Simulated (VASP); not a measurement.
## Be2C: single point with PBE

Crystal: Be2C.

```
Be C
1.0
     0.00000    2.16500    2.16500
     2.16500    0.00000    2.16500
     2.16500    2.16500    0.00000
Be C
2 1
Direct
  0.25000 0.25000 0.25000
  0.75000 0.75000 0.75000
  0.00000 0.00000 0.00000
```

```json
{
 "Program": "VASP 6.6.1",
 "Task": "single point",
 "Functional": "PBE",
 "Potentials or basis": "VASP PAW PBE potentials, release 64 (Be, C)",
 "Cutoff": "600 eV",
 "k mesh": "14 × 14 × 14",
 "Occupations": "tetrahedron",
 "Spin": "no spin polarisation"
}
```

```yaml
Pressure: 0.0 GPa
Band_gap_on_the_k_mesh: 1.16 eV, indirect (least direct gap 4.13 eV)
```

Levels at points of the mesh, in eV from the valence-band top:
```
           k point  band 1  band 2  band 3  band 4  band 5  band 6  band 7  band 8  band 9
(0.00, 0.00, 0.00)  -15.04    0.00    0.00    0.00    4.13    4.13    4.13    6.74   13.16
(0.50, 0.00, 0.00)  -12.17   -8.72   -1.83   -1.83    5.00    5.00    7.00    9.81   14.50
(0.50, 0.50, 0.00)  -11.42   -6.77   -4.72   -4.72    1.16    5.72   13.24   13.24   15.29
```

Wall time 7.2 s on 1 thread of Intel(R) Xeon(R) 6975P-C (Granite Rapids), on a shared host, peak memory 0.15 GiB.

A k mesh can miss the band edges.
